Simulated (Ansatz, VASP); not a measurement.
## Two plane-wave programs on LiF

```
CELL_PARAMETERS angstrom
0.00000 2.03414 2.01400
2.01400 0.00000 2.01400
2.01400 2.03414 0.00000
ATOMIC_POSITIONS crystal
Li 0.00000 0.00000 0.00000
F 0.50000 0.50000 0.50000
```

Change from the starting cell: strain +0.0100 x Voigt [0, 1, 0, 0, 0, 0], atoms carried along.

Alike in both runs: task single point; functional PBE; k mesh 10 × 10 × 10; occupations gaussian, width 0.05 eV; no spin polarisation.

```csv
,VASP,Ansatz
version,VASP 6.6.1,Ansatz 0.2.0
potentials or method,"VASP PAW PBE potentials, release 64 (Li_sv, F), cutoff 520 eV","scalar-relativistic, plane waves, PAW"
valence electrons in the cell,10,10
```

|  | VASP | Ansatz | Ansatz less VASP |
| --- | --- | --- | --- |
| gap on the k mesh at the Fermi level (eV) | 8.98 | 8.99 | +0.002 |
| least direct gap on the mesh (eV) | 8.98 | 8.99 | +0.002 |

Noted on VASP's run: the cutoff is short for stress, so the pressure is rough.
